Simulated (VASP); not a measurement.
Write the native input for VASP 6.6.1 that does the following.

```
Task                               : single point
Functional                         : B3LYP
Potentials or basis                : VASP PAW PBE potentials, release 64 (Al, N)
Cutoff                             : 520 eV
k mesh                             : 5 × 5 × 5
Occupations                        : fermi-dirac, width 0.05 eV
Spin                               : no spin polarisation
Dipole correction                  : no
Grid for exact exchange (PRECFOCK) : Normal
Further INCAR settings             : ALGO = Normal; EDIFF = 1e-07; NBANDS = 11
Share of exact exchange            : 0.2
```

The system is AlN.

```
CELL_PARAMETERS angstrom
0.00000 2.21273 2.21273
2.21273 0.00000 2.21273
2.21273 2.21273 0.00000
ATOMIC_POSITIONS crystal
Al 0.00000 0.00000 0.00000
N 0.25000 0.25000 0.25000
```

One way to write it, as run:

POSCAR

```
AlN
1.0
    0.0000000000      2.2127336128      2.2127336128
    2.2127336128      0.0000000000      2.2127336128
    2.2127336128      2.2127336128      0.0000000000
Al N
1 1
Direct
    0.0000000000      0.0000000000      0.0000000000
    0.2500000000      0.2500000000      0.2500000000
```

INCAR.step1

```
SYSTEM = AlN
ALGO     = Normal         ! electronic algorithm
EDIFF    = 1E-5           ! SCF threshold, eV
ENCUT    = 520            ! plane-wave cutoff, eV
GGA      = PE             ! functional
ISIF     = 2              ! what is computed and relaxed
ISMEAR   = -1             ! smearing method
LASPH    = .True.         ! aspherical terms in the spheres
LREAL    = .False.        ! projectors in reciprocal space
LWAVE    = .True.         ! write WAVECAR
NBANDS   = 11             ! bands
NELM     = 100            ! most SCF steps
PREC     = Accurate       ! precision mode
SIGMA    = 0.05           ! smearing width, eV
```

INCAR.step2

```
SYSTEM = AlN
AEXX     = 0.2            ! exact-exchange fraction
AGGAC    = 0.81         
AGGAX    = 0.72         
ALDAC    = 0.19         
ALGO     = Normal         ! electronic algorithm
EDIFF    = 1E-7           ! SCF threshold, eV
ENCUT    = 520            ! plane-wave cutoff, eV
GGA      = B3             ! functional
ISIF     = 2              ! what is computed and relaxed
ISMEAR   = -1             ! smearing method
ISTART   = 1            
LASPH    = .True.         ! aspherical terms in the spheres
LCHARG   = .True.         ! write CHGCAR
LELF     = .True.         ! ELF
LHFCALC  = .True.         ! exact exchange
LREAL    = .False.        ! projectors in reciprocal space
LVHAR    = .True.       
LWAVE    = .False.        ! write WAVECAR
NBANDS   = 11             ! bands
NELM     = 100            ! most SCF steps
PREC     = Accurate       ! precision mode
PRECFOCK = Normal       
SIGMA    = 0.05           ! smearing width, eV
```

KPOINTS

```
k-points
0
Gamma
  5 5 5
  0 0 0
```

Potentials or basis: VASP PAW PBE potentials, release 64 (Al, N).

Run with:

```console
$ cat potpaw_PBE.64/Al/POTCAR potpaw_PBE.64/N/POTCAR > POTCAR
$ cp INCAR.step1 INCAR
$ mpirun -np 1 vasp_std > vasp.out
$ cp INCAR.step2 INCAR
$ mpirun -np 1 vasp_std > vasp.out
```

It gave:

```json
{
 "Pressure": "-4.8 GPa",
 "Band gap on the k mesh": "5.80 eV (least direct gap 5.81 eV)"
}
```

Caveat: the k points lie up to 0.49 Å⁻¹ apart; the PAW data sets were made with another functional, which shifts forces and pressure a little; an odd mesh through Γ misses points on the zone boundary, where band edges can lie.

It took 5.8 min on 1 thread of Intel Xeon 8259CL (shared host), peak memory 0.14 GiB.
